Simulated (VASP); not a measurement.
Crystal: K2Li2C.

```
K Li C
1.0
     4.05474    0.00000    0.00000
     0.00000    4.05474    0.00000
     0.00000    0.00000    6.59085
K Li C
2 2 1
Direct
  0.50000 0.50000 0.79523
  0.50000 0.50000 0.20477
  0.00000 0.50000 0.00000
  0.50000 0.00000 0.00000
  0.00000 0.00000 0.00000
```

The cell was generated, and may not be a known phase.

```yaml
Program: VASP 6.6.1
Task: relaxation of cell and atoms
Functional: PBE
Potentials_or_basis: VASP PAW PBE potentials, release 64 (K_sv, Li_sv, C)
Cutoff: 600 eV
k_mesh: 4 × 4 × 4
Occupations: gaussian, width 0.1 eV
Spin: no spin polarisation
```

At the start: pressure 8.6 GPa; volume 21.67 Å³/atom.

Q: How do energy, volume and symmetry change on relaxing?

A: Over 11 steps the energy falls by 506.8 meV/atom and the volume is 29.32 Å³/atom (+35.3 %); space group P4/mmm (No. 123, to 0.1 Å) before and after.

Step by step:
```tsv
step	energy change (eV)	largest force (eV/Å)	pressure (GPa)	volume (Å³)
1	0.0000	3.1782	8.58	108.36
2	-1.5157	1.5456	2.75	127.50
3	-2.1203	0.6644	-0.25	147.27
4	-1.8214	0.2676	-3.16	192.27
5	-2.2128	0.1592	-1.72	162.69
6	-2.2204	0.2380	-1.46	159.42
7	-2.4373	0.1073	-1.00	154.22
8	-2.5299	0.0164	-0.34	148.77
9	-2.5330	0.0001	-0.18	147.56
10	-2.5329	0.0030	-0.21	147.81
11	-2.5340	0.0122	-0.09	146.62
```

Final structure:
```
K Li C
1.0
     4.12908    0.00000    0.00000
     0.00000    4.12908    0.00000
     0.00000    0.00000    8.59989
K Li C
2 2 1
Direct
  0.50000 0.50000 0.72874
  0.50000 0.50000 0.27126
  0.00000 0.50000 0.00000
  0.50000 0.00000 0.00000
  0.00000 0.00000 0.00000
```

Caveat: the k points lie up to 0.38 Å⁻¹ apart in the final cell, too coarse for converged energies and pressures of a metal; the cutoff is under 1.25 times the usual one of these potentials, so pressure, stress and relaxed cells hold a basis-set (Pulay) error; the volume moved by over 15 % at a fixed basis, so the end points are rough.
